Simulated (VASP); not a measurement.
Here is a VASP 6.6.1 calculation.

Contents of POSCAR:

```
Sn
1.0
    0.0000000000      3.2849869970      3.2849869970
    3.2849869970      0.0000000000      3.2849869970
    3.2849869970      3.2849869970      0.0000000000
Sn
2
Direct
    0.0000000000      0.0000000000      0.0000000000
    0.2500000000      0.2500000000      0.2500000000
```

Contents of INCAR.step1:

```
SYSTEM = Sn
  ALGO = Normal
  EDIFF = 1E-4
  ENCUT = 600
  GGA = PE
  ISMEAR = 0
  LASPH = .True.
  LCHARG = .False.
  LREAL = .False.
  LWAVE = .True.
  NELM = 80
  PREC = Accurate
  SIGMA = 0.1
```

INCAR.step2

```
SYSTEM = Sn
  ALGO = Normal
  EDIFF = 1E-7
  EDIFFG = -0.01
  ENCUT = 600
  IBRION = 2
  ISIF = 3
  ISMEAR = 0
  ISTART = 1
  LASPH = .True.
  LCHARG = .False.
  LMIXTAU = .True.
  LREAL = .False.
  LWAVE = .False.
  METAGGA = R2SCAN
  NELM = 80
  NSW = 100
  PREC = Accurate
  SIGMA = 0.1
```

File KPOINTS:

```
k-points
0
Gamma
  14 14 14
  0 0 0
```

Potentials or basis: VASP PAW PBE potentials, release 64 (Sn_d).

The run is started by

```sh
$ cat potpaw_PBE.64/Sn_d/POTCAR > POTCAR
$ cp INCAR.step1 INCAR
$ mpirun -np 1 vasp_std > vasp.out
$ cp INCAR.step2 INCAR
$ mpirun -np 1 vasp_std > vasp.out
```

Q: What does it give for the relaxed cell?

A: a = 4.642 Å, b = 4.642 Å, c = 4.642 Å, α = 60.00°, β = 60.00°, γ = 60.00°.

Q: Estimate the band gap on the k mesh.

A: Zero (filled and empty bands touch).

Q: Estimate the space group after relaxing (to 0.1 Å).

A: Fd-3m (No. 227).

Q: Estimate the relaxed volume.

A: 35.38 Å³/atom.

Final structure:
```
CELL_PARAMETERS angstrom
0.00000 3.28273 3.28273
3.28273 0.00000 3.28273
3.28273 3.28273 0.00000
ATOMIC_POSITIONS crystal
Sn 0.00000 0.00000 0.00000
Sn 0.25000 0.25000 0.25000
```

Caveat: the PAW data sets were made with another functional, which shifts forces and pressure a little; spin-orbit coupling is left out, which moves the levels of the heavy elements.
